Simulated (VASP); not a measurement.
Write the native input for VASP 6.6.1 that does the following.

```yaml
Task: single point
Functional: PBEsol
Potentials_or_basis: VASP PAW PBE potentials, release 64 (Hf_pv, N)
Cutoff: 520 eV
k_mesh: 18 × 18 × 10
Occupations: gaussian, width 0.15 eV
Spin: no spin polarisation
Dipole_correction: no
Further_INCAR_settings: ALGO = Normal; EDIFF = 1e-07; NBANDS = 23
```

The structure of HfN lies in POSCAR:

```
HfN
1.0
    3.1277073063      0.0000000000      0.0000000000
   -1.5638536532      2.7086739828      0.0000000000
    0.0000000000      0.0000000000      5.3100718926
Hf N
2 2
Direct
    0.6666666667      0.3333333333      0.7500000000
    0.3333333333      0.6666666667      0.2500000000
    0.0000000000      0.0000000000      0.0000000000
    0.0000000000      0.0000000000      0.5000000000
```

This cell differs from its parent crystal: strain +0.000 along x and y, -0.015 along z.

These files were run (other wordings do the same):

INCAR

```
SYSTEM = HfN
PREC = Accurate
ENCUT = 520
EDIFF = 1E-7
ISMEAR = 0
SIGMA = 0.15
LREAL = .FALSE.
LASPH = .TRUE.
NELM = 100
ALGO = Normal
ISIF = 2
LWAVE = .FALSE.
LCHARG = .FALSE.
GGA = PS
NBANDS = 23
```

KPOINTS

```
regular mesh
0
G
  18 18 10
  0 0 0
```

Potentials or basis: VASP PAW PBE potentials, release 64 (Hf_pv, N).

Run with:

```console
$ cat potpaw_PBE.64/Hf_pv/POTCAR potpaw_PBE.64/N/POTCAR > POTCAR
$ mpirun -np 1 vasp_std > vasp.out
```

Results of the run:

```
Pressure               : 2.3 GPa
Band gap on the k mesh : zero (bands 15 and 16 overlap by 2.47 eV)
```

Caveat: the cell differs from its parent crystal (strain +0.000 along x and y, -0.015 along z); the PAW data sets were made with another functional, which shifts forces and pressure a little; spin-orbit coupling is left out, which moves the levels of the heavy elements.

It took 110 s on 1 thread of AMD EPYC 9R45 96-Core Processor (Zen 5) (shared host), peak memory 0.28 GiB.
